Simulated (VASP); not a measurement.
Runs of VASP 6.6.1 on Pt. The structure is that of space group R-3m (No. 166), or close to it. The cells are those of the table. 

| cell | gap on the mesh (eV) | pressure (GPa) |
| --- | --- | --- |
| a = 3.146 Å, angles 116.4°, 1 atom | none | (b) |
| a = 3.085 Å, angles 114.8°, 1 atom | none | 46.7 |
| a = 3.427 Å, angles 117.6°, 1 atom | none | (a) |
| a = 3.469 Å, angles 117.6°, 1 atom | none | 491.0 |
| a = 3.010 Å, angles 114.8°, 1 atom | none | 79.4 |
| a = 3.228 Å, angles 116.4°, 1 atom | none | 214.6 |
| a = 3.267 Å, angles 116.4°, 1 atom | none | 183.9 |
| a = 2.971 Å, angles 114.8°, 1 atom | none | 101.3 |

Alike in all rows: task single point; level LDA; potentials or basis VASP PAW LDA potentials, release 64 (Pt_sv_GW); no spin polarisation; k mesh 22 × 22 × 22; cutoff (eV) 570; smearing gaussian 0.15 eV.

Q: Fill in the values left out.

A: (a) 556.2; (b) 293.6.

Caveats: the cell stands under pressure; spin-orbit coupling is left out, which moves the levels of the heavy elements; atoms lie so close that the PAW spheres overlap strongly, which falsifies energies and pressures (at least some runs).

A k mesh can miss the band edges, and the runs leave out spin-orbit coupling on Pt.

A gap of «none» marks levels without a gap at the run's occupations.
